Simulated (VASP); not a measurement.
Runs of VASP 6.6.1 on Sb2Pt. The structure is that of space group Pa-3 (No. 205), or close to it. The cells are those of the table. 

```tsv
level	potentials or basis	cell	k mesh	cutoff (eV)	grid for exact exchange (PRECFOCK)	share of exact exchange	gap on the mesh (eV)	pressure (GPa)	largest force (eV/Å)
PBEsol	VASP PAW PBE potentials, release 64 (Sb, Pt)	a = 6.466 Å, 12 atoms	4 × 4 × 4	520	-	-	none	-0.2	0.03
PBE	VASP PAW PBE potentials, release 64 (Sb, Pt)	a = 6.507 Å, 12 atoms	4 × 4 × 4	520	-	-	none	2.3	0.16
LDA	VASP PAW LDA potentials, release 64 (Sb, Pt)	a = 6.507 Å, 12 atoms	4 × 4 × 4	520	-	-	none	-4.1	0.14
PBE0	VASP PAW PBE potentials, release 64 (Sb, Pt)	a = 6.507 Å, 12 atoms	2 × 2 × 2	400	Fast	0.25	(a)	-4.4	0.01
PBE	VASP PAW PBE potentials, release 64 (Sb, Pt)	a = 6.557 Å, 12 atoms	4 × 4 × 4	520	-	-	none	(b)	0.02
```

Alike in all rows: task single point; no spin polarisation; smearing fermi-dirac 0.02 eV.

Q: Estimate the missing entries.

A: (a) 1.36; (b) -0.3.

Caveats: some runs use coarse meshes; spin-orbit coupling is left out, which moves the levels of the heavy elements; the PAW data sets were made with another functional, which shifts forces and pressure a little (at least some runs); the cell stands under tension (at least some runs).

A k mesh can miss the band edges, and the runs leave out spin-orbit coupling on Pt, Sb.

A gap of «none» marks levels without a gap at the run's occupations.
